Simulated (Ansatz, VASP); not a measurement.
# Two plane-wave programs on B6Br

```
B Br
1.0
     4.24457    0.00000    0.00000
     0.00000    4.24457    0.00000
     0.00000    0.00000    4.24457
B Br
6 1
Direct
  0.19740 0.50000 0.50000
  0.50000 0.19740 0.50000
  0.80260 0.50000 0.50000
  0.50000 0.80260 0.50000
  0.50000 0.50000 0.19740
  0.50000 0.50000 0.80260
  0.00000 0.00000 0.00000
```

Change from the starting cell: species swapped into the BaB6 type (Pm-3m, No. 221).

Alike in both runs: functional PBE; k mesh 10 × 10 × 10; occupations gaussian, width 0.1 eV; no spin polarisation.

Ansatz relaxed the structure, and its values are those at the end. VASP's run is a single point on that final structure, the one shown.

```csv
,VASP,Ansatz
version,VASP 6.6.1,Ansatz 0.2.0
potentials or method,"VASP PAW PBE potentials, release 64 (B, Br), cutoff 520 eV","scalar-relativistic, plane waves, PAW"
valence electrons in the cell,25,25
```

```csv
,VASP,Ansatz,Ansatz less VASP
gap on the k mesh at the Fermi level (eV),none,none,-
pressure (GPa),0.0,0.0,+0.01
rms of the force components (eV/Å),0.008,0.003,-0.0047
```

A gap of «none» marks a metal or a gap that the smearing closes.
